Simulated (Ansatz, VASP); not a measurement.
**One calculation of CdS, two programs**

The input INCAR:

```
SYSTEM = CdS
PREC = Accurate ; ENCUT = 500
EDIFF = 1E-6 ; ISMEAR = 0
SIGMA = 0.1 ; LREAL = .FALSE.
LASPH = .TRUE. ; NELM = 200
ALGO = Normal ; ISIF = 2
LWAVE = .FALSE. ; LCHARG = .FALSE.
ISPIN = 2 ; MAGMOM = -1 0
LORBIT = 11 ; GGA = PE
NBANDS = 20 ; GGA_COMPAT = .FALSE.
```

The input KPOINTS:

```
regular mesh
0
G
  4 4 4
  0 0 0
```

POSCAR

```
CdS
1.0
    0.0000000000      2.7532440000      2.7532440000
    2.7532440000      0.0000000000      2.7532440000
    2.7532440000      2.7532440000      0.0000000000
Cd S
1 1
Direct
    0.0000000000      0.0000000000      0.0000000000
    0.5000000000      0.5000000000      0.5000000000
```

Input for Ansatz:

```yaml
crystal:
  lattice:
    - [0.0, 2.753244, 2.753244]
    - [2.753244, 0.0, 2.753244]
    - [2.753244, 2.753244, 0.0]
  atoms:
    - { symbol: Cd, position: [0.0, 0.0, 0.0], spin: -1.0 }
    - { symbol: S, position: [0.5, 0.5, 0.5] }
basis:
  ecutwfc: 420
kpoints:
  mp_grid: { grid: [4, 4, 4] }
hamiltonian:
  xc: pbe
scf:
  occupations: { method: gaussian, width: 0.1 }
  lower_state_search: "off"
output:
  forces: true
  stress: true
  eigenvalues: true
  populations: true
magnetization:
  spin_polarized: true
```

Alike in both runs: task single point; functional PBE; k mesh 4 × 4 × 4; occupations gaussian, width 0.1 eV; collinear spin.

|  | VASP | Ansatz |
| --- | --- | --- |
| version | VASP 6.6.1 | Ansatz 0.2.0 |
| potentials or method | VASP PAW PBE potentials, release 64 (Cd, S), cutoff 500 eV | scalar-relativistic, plane waves, PAW |
| valence electrons in the cell | 18 | 26 |

Ansatz gave:

| Item | Value |
| --- | --- |
| gap on the k mesh at the Fermi level (eV) | 0.22 |
| least direct gap on the mesh (eV) | 1.53 |
| pressure (GPa) | -0.1 |
| net moment per atom (μB) | 0.00 |

Estimate VASP's values.

gap on the k mesh at the Fermi level (eV): 0.22; least direct gap on the mesh (eV): 1.51; pressure (GPa): 0.3; net moment per atom (μB): 0.00.

VASP's potentials hold 18 valence electrons a cell and Ansatz's 26, so a difference there can come from the potentials and not from the codes. Ansatz's warnings: seeded moment not kept.

The k mesh is coarse, so the values compare programs but aren't converged.
